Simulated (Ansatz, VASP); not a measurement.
Ge: VASP beside Ansatz

```
CELL_PARAMETERS angstrom
4.09500 0.00000 0.00000
-2.04750 3.54637 0.00000
0.00000 0.00000 28.00000
ATOMIC_POSITIONS crystal
Ge 0.33333 0.66667 0.51048
Ge 0.66667 0.33333 0.48952
```

Alike in both runs: task single point; functional PBE; dispersion D3(BJ); k mesh 12 × 12 × 1; occupations gaussian, width 0.1 eV; no spin polarisation.

|  | VASP | Ansatz |
| --- | --- | --- |
| version | VASP 6.6.1 | Ansatz 0.2.0 |
| potentials or method | VASP PAW PBE potentials, release 64 (Ge_d), cutoff 520 eV | scalar-relativistic, plane waves, PAW |
| valence electrons in the cell | 28 | 28 |

|  | VASP | Ansatz | Ansatz less VASP |
| --- | --- | --- | --- |
| gap on the k mesh at the Fermi level (eV) | none | none | - |
| rms of the force components (eV/Å) | 0.123 | 0.123 | -0.0002 |

Atom by atom the forces differ by 0.000 eV/Å (rms over components). A gap of «none» marks a metal or a gap that the smearing closes.
